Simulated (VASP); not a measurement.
# Al (P6_3/mmc) in VASP: further runs, part 2 of 2

VASP 6.6.1. Earlier steps stand in the parts before.

**3. Single point, PBE (20.07 Å³/atom)**

This run uses another cell than the first one, of 20.07 Å³/atom.

The input, POSCAR:

```
Al
1.0
    4.1929766563      0.0000000000      0.0000000000
   -2.0964883281      3.6312243018      0.0000000000
    0.0000000000      0.0000000000      5.2719595400
Al
4
Direct
    0.0000000000      0.0000000000      0.0000000000
    0.0000000000      0.0000000000      0.5000000000
    0.3333333333      0.6666666667      0.2500000000
    0.6666666667      0.3333333333      0.7500000000
```

The input, INCAR.step1:

```
PREC     = Accurate       # precision mode
ENCUT    = 520            # plane-wave cutoff, eV
EDIFF    = 1E-6           # SCF threshold, eV
ISMEAR   = -1             # smearing method
SIGMA    = 0.05           # smearing width, eV
LREAL    = F              # projectors in reciprocal space
LASPH    = T              # aspherical terms in the spheres
NELM     = 100            # most SCF steps
ALGO     = Normal         # electronic algorithm
ISIF     = 2              # what is computed and relaxed
LWAVE    = F              # write WAVECAR
LCHARG   = T              # write CHGCAR
GGA      = PE             # functional
NBANDS   = 14             # bands
```

The input, KPOINTS.step1:

```
Automatic mesh
0
Gamma
  10 10 7
```

The input, INCAR.step2:

```
PREC     = Accurate       # precision mode
ENCUT    = 520            # plane-wave cutoff, eV
EDIFF    = 1E-6           # SCF threshold, eV
ISMEAR   = -5             # smearing method
SIGMA    = 0.05           # smearing width, eV
LREAL    = F              # projectors in reciprocal space
LASPH    = T              # aspherical terms in the spheres
NELM     = 100            # most SCF steps
ALGO     = Normal         # electronic algorithm
ISIF     = 2              # what is computed and relaxed
LWAVE    = F              # write WAVECAR
LCHARG   = F              # write CHGCAR
GGA      = PE             # functional
LORBIT   = 11             # projections on sites
NEDOS    = 1001           # points of the DOS
ICHARG   = 11             # starting density
```

The input, KPOINTS.step2:

```
Automatic mesh
0
Gamma
  15 15 11
```

Potentials or basis: VASP PAW PBE potentials, release 64 (Al).

Run with:

```bash
$ cat potpaw_PBE.64/Al/POTCAR > POTCAR
$ cp INCAR.step1 INCAR
$ cp KPOINTS.step1 KPOINTS
$ mpirun -np 1 vasp_std > vasp.out
$ cp INCAR.step2 INCAR
$ cp KPOINTS.step2 KPOINTS
$ mpirun -np 1 vasp_std > vasp.out
```

OUTCAR:

```text
PREC = Accurate
   ENCUT = 520
   EDIFF = 1E-6
   ISMEAR = -5
   LREAL = F
   LASPH = T
   NELM = 100
   ISIF = 2
   GGA = PE
   LORBIT = 11
   ICHARG = 11

 ion  position               nearest neighbor table
   1  0.000  0.000  0.000-   2 2.64   2 2.64   4 2.76   3 2.76   3 2.76   4 2.76   4 2.76   3 2.76

   2  0.000  0.000  0.500-   1 2.64   1 2.64   4 2.76   3 2.76   3 2.76   4 2.76   4 2.76   3 2.76

   3  0.333  0.667  0.250-   1 2.76   2 2.76   1 2.76   2 2.76   1 2.76   2 2.76
   4  0.667  0.333  0.750-   1 2.76   2 2.76   1 2.76   2 2.76   1 2.76   2 2.76

  LATTYP: Found a hexagonal cell.
 ALAT       =     4.1929766563
 C/A-ratio  =     1.2573310019

  Lattice vectors:

 A1 = (   4.1929766563,   0.0000000000,   0.0000000000)
 A2 = (  -2.0964883281,   3.6312243018,   0.0000000000)
 A3 = (   0.0000000000,   0.0000000000,   5.2719595400)

Analysis of symmetry for initial positions (statically):
=====================================================================
 Subroutine PRICEL returns:
 Original cell was already a primitive cell.

 Routine SETGRP: Setting up the symmetry group for a
 hexagonal supercell.

 Subroutine GETGRP returns: Found 24 space group operations
 (whereof 12 operations were pure point group operations)
 out of a pool of 24 trial point group operations.

The static configuration has the point symmetry D_3d.
 The point group associated with its full space group is D_6h.

Analysis of symmetry for dynamics (positions and initial velocities):
=====================================================================
 Subroutine PRICEL returns:
 Original cell was already a primitive cell.

 Routine SETGRP: Setting up the symmetry group for a
 hexagonal supercell.

 Subroutine GETGRP returns: Found 24 space group operations
 (whereof 12 operations were pure point group operations)
 out of a pool of 24 trial point group operations.

The dynamic configuration has the point symmetry D_3d.
 The point group associated with its full space group is D_6h.

 Subroutine INISYM returns: Found 24 space group operations
 (whereof 12 operations are pure point group operations),
 and found     1 'primitive' translations

----------------------------------------------------------------------------------------

                                     Primitive cell

  volume of cell :      80.2690

  direct lattice vectors                    reciprocal lattice vectors
     4.192976656  0.000000000  0.000000000     0.238494054  0.137694606  0.000000000
    -2.096488328  3.631224302  0.000000000     0.000000000  0.275389212  0.000000000
     0.000000000  0.000000000  5.271959540     0.000000000  0.000000000  0.189682791

  length of vectors
     4.192976656  4.192976656  5.271959540     0.275389212  0.275389212  0.189682791

  position of ions in fractional coordinates (direct lattice)
     0.000000000  0.000000000  0.000000000
     0.000000000  0.000000000  0.500000000
     0.333333333  0.666666667  0.250000000
     0.666666667  0.333333333  0.750000000

  ion indices of the primitive-cell ions
   primitive index   ion index
                 1           1
                 2           2
                 3           3
[... 58 lines left out ...]
   number of dos      NEDOS =   1001   number of ions     NIONS =      4
   total plane-waves  NPLWV =  40960
   dimension x,y,z NGX =    32 NGY =   32 NGZ =   40
   dimension x,y,z NGXF=    64 NGYF=   64 NGZF=   80
   ions per type =               4
   NGX,Y,Z   is equivalent  to a cutoff of  12.69, 12.69, 12.61 a.u.
   NGXF,Y,Z  is equivalent  to a cutoff of  25.38, 25.38, 25.23 a.u.
 SYSTEM =  unknown system
   PREC   = accura    normal or accurate (medium, high low for compatibility)
   ISTART =      0    job   : 0-new  1-cont  2-samecut
   ICHARG =     11    charge: 1-file 2-atom 10-const
   ISPIN  =      1    spin polarized calculation?
   LNONCOLLINEAR =      F non collinear calculations
   LSORBIT =      F    spin-orbit coupling
   LASPH  =      T    aspherical Exc in radial PAW
   ENCUT  =  520.0 eV  38.22 Ry    6.18 a.u.   7.80  7.80  9.80*2*pi/ulx,y,z
   NELM   =    100;   NELMIN=  2; NELMDL=  0     # of ELM steps
   EDIFF  = 0.1E-05   stopping-criterion for ELM
   LREAL  =      F    real-space projection
   EDIFFG = 0.1E-04   stopping-criterion for IOM
   NSW    =      0    number of steps for IOM
   IBRION =     -1    ionic relax: 0-MD 1-quasi-New 2-CG
   NFREE  =      0    steps in history (QN), initial steepest desc. (CG)
   ISIF   =      2    stress and relaxation
   ISYM   =      2    0-nonsym 1-usesym 2-fastsym
   POTIM  = 0.5000    time-step for ionic-motion
   TEBEG  =    0.0;   TEEND  =   0.0 temperature during run
   PSTRESS=    0.0 pullay stress
   NELECT =      12.0000    total number of electrons
   NUPDOWN=      -1.0000    fix difference up-down
   EMIN   =  10.00;   EMAX   =-10.00  energy-range for DOS
   EFERMI =   0.00;   METHOD = LEGACY
   ISMEAR =    -5;   SIGMA  =   0.05  broadening in eV -4-tet -1-fermi 0-gaus
   EFERMI_NEDOS =   21; number of points for ismear=-14 and -15
   IALGO  =     38    algorithm
   IMIX   =      4    mixing-type and parameters
     AMIX     =   0.40;   BMIX     =  1.00
     AMIX_MAG =   1.60;   BMIX_MAG =  1.00
  volume/ion in A,a.u.               =      20.07       135.42
  Fermi-wavevector in a.u.,A,eV,Ry     =   0.868866  1.641918 10.271417  0.754928
  Thomas-Fermi vector in A             =   1.987606
   LORBIT       =     11    0 simple, 1 ext, 2 COOP (PROOUT), +10 PAW based schemes
   GGA     = PE    functional components
   LHFCALC =     F    Hartree Fock is set to
   AEXX    =    0.0000 exact exchange contribution
   IVDW    =     0    specifies the selected vdW correction
   LEPSILON=     F    determine dielectric tensor
   LRPA    =     F    only Hartree local field effects (RPA)
 non-spin polarized calculation
 Fermi weights with tetrahedron method with Bloechl corrections
  energy-cutoff  :      520.00
  volume of cell :       80.27
 maximum number of plane-waves:      2197
 NGX is ok and might be reduce to    32

 number of electron      12.0000000 magnetization

 Free energy of the ion-electron system (eV)
  ---------------------------------------------------
  ext. energy  EPLUGINS =         0.00000000
  ---------------------------------------------------
  free energy    TOTEN  =       -14.08806710 eV

  energy without entropy =      -14.08806710  energy(sigma->0) =      -14.08806710

 E-fermi :   5.7845     XC(G=0):  -9.3673

 val. band max:        5.9058445283   @ k =   0.0000   0.0000   0.2727
 cond. band min:       5.6283313276   @ k =   0.3333   0.3333   0.0000
 fundamental gap:     -0.2775132007
 Fermi energy:         5.7844847736

 k-point     1 :       0.0000    0.0000    0.0000
  band No.  band energies     occupation
      1      -4.0204      2.00000
      2       0.8588      2.00000
      3       1.3879      2.00000
      4       5.5848      2.00000
      5       5.5848      2.00000
      6       6.8992      0.00000
      7       6.8992      0.00000
      8       7.2570      0.00000
      9       9.0807      0.00000
     10      10.5706      0.00000
[... 287 lines left out ...]
 k-point    24 :       0.4000    0.2000    0.0000
  band No.  band energies     occupation
      1      -1.5540      2.00000
      2      -0.4292      2.00000
      3       1.3020      2.00000
      4       2.9720      2.00000
      5       4.2191      2.00000
      6       4.5267      2.00000
      7       5.0044      2.00000
      8       6.4695     -0.09579
      9       6.6687      0.00000
     10       8.4436      0.00000

 [... further k-points ...]
[... 5 lines left out ...]
  --------------------------------------------------------------------------------------
  -------------------------------------------------------------------------------------
  Total       -0.0081641     -0.0081641     -0.0714584     -0.0000000     -0.0000000      0.0000000
  in kB       -0.1629563     -0.1629563     -1.4263183     -0.0000000     -0.0000000      0.0000000
  external PRESSURE =      -0.5840770 kB  Pullay stress =       0.0000000 kB

 VOLUME and BASIS-vectors are now :
 -----------------------------------------------------------------------------
  energy-cutoff  :      520.00
  volume of cell :       80.27
      direct lattice vectors                 reciprocal lattice vectors
     4.192976656  0.000000000  0.000000000     0.238494054  0.137694606  0.000000000
    -2.096488328  3.631224302  0.000000000     0.000000000  0.275389212  0.000000000
     0.000000000  0.000000000  5.271959540     0.000000000  0.000000000  0.189682791

 POSITION                                       TOTAL-FORCE (eV/Angst)
 -----------------------------------------------------------------------------------
      0.00000      0.00000      0.00000        -0.000000      0.000000      0.000000
      0.00000      0.00000      2.63598        -0.000000      0.000000      0.000000
     -0.00000      2.42082      1.31799         0.000000      0.000000     -0.000000
      2.09649      1.21041      3.95397        -0.000000      0.000000     -0.000000
 -----------------------------------------------------------------------------------
    total drift:                                0.000000     -0.000000      0.000000

  FREE ENERGIE OF THE ION-ELECTRON SYSTEM (eV)
  ---------------------------------------------------
  free  energy   TOTEN  =       -14.0880671046 eV

  energy  without entropy=      -14.0880671046  energy(sigma->0) =      -14.08806710

 total charge

# of ion       s       p       d       tot
------------------------------------------
    1        0.433   0.372   0.000   0.806
    2        0.433   0.372   0.000   0.806
    3        0.461   0.310   0.000   0.771
    4        0.461   0.310   0.000   0.771
--------------------------------------------------
tot          1.788   1.365   0.000   3.153
```

Run time: 2 min. Hardware: 1 thread of Intel Xeon 8259CL, shared host; peak memory 0.25 GiB.

Results:

| Item | Value |
| --- | --- |
| Valence electrons inside the program's atomic spheres | Al 0.81, 0.77 (each value once) |

Caveat: tetrahedron occupations give inexact forces and stress in metals.
